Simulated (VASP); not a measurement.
Wanted: the native input for a VASP 6.6.1 run.

| Property | Result |
| --- | --- |
| Task | single point |
| Functional | LDA |
| Potentials or basis | VASP PAW LDA potentials, release 64 (Y_sv, Hg) |
| Cutoff | 520 eV |
| k mesh | 11 × 11 × 11 |
| Occupations | fermi-dirac, width 0.08 eV |
| Spin | no spin polarisation |
| Dipole correction | no |
| Further INCAR settings | ALGO = Normal; EDIFF = 1e-06; NBANDS = 18 |

The structure of YHg lies in POSCAR:

```
YHg
1.0
    3.6820000000      0.0184100000      0.0184100000
    0.0184100000      3.6820000000      0.0184100000
    0.0184100000      0.0184100000      3.6820000000
Y Hg
1 1
Direct
    0.5000000000      0.5000000000      0.5000000000
    0.0000000000      0.0000000000      0.0000000000
```

This cell differs from its parent crystal: equal xy, yz and zx shear strains of +1 %.

The input as run:

INCAR

```
SYSTEM = YHg
ALGO = Normal
EDIFF = 1E-6
ENCUT = 520
ISIF = 2
ISMEAR = -1
LASPH = .TRUE.
LCHARG = .FALSE.
LREAL = .FALSE.
LWAVE = .FALSE.
NBANDS = 18
NELM = 60
PREC = Accurate
SIGMA = 0.08
```

KPOINTS

```
k-points
0
G
  11 11 11
  0 0 0
```

Potentials or basis: VASP PAW LDA potentials, release 64 (Y_sv, Hg).

The run is started by

```sh
$ cat potpaw_LDA.64/Y_sv/POTCAR potpaw_LDA.64/Hg/POTCAR > POTCAR
$ mpirun -np 1 vasp_std > vasp.out
```

Results of the run:

```yaml
Pressure: -3.3 GPa
Band_gap_on_the_k_mesh: zero (an odd number of electrons rules out a gap without spin polarisation)
```

Caveat: the cell differs from its parent crystal (equal xy, yz and zx shear strains of +1 %); the cell stands under tension; spin-orbit coupling is left out, which moves the levels of the heavy elements.

Wall time 35 s on 1 thread of Intel(R) Xeon(R) 6975P-C (Granite Rapids), with other jobs on the host, peak memory 0.27 GiB.
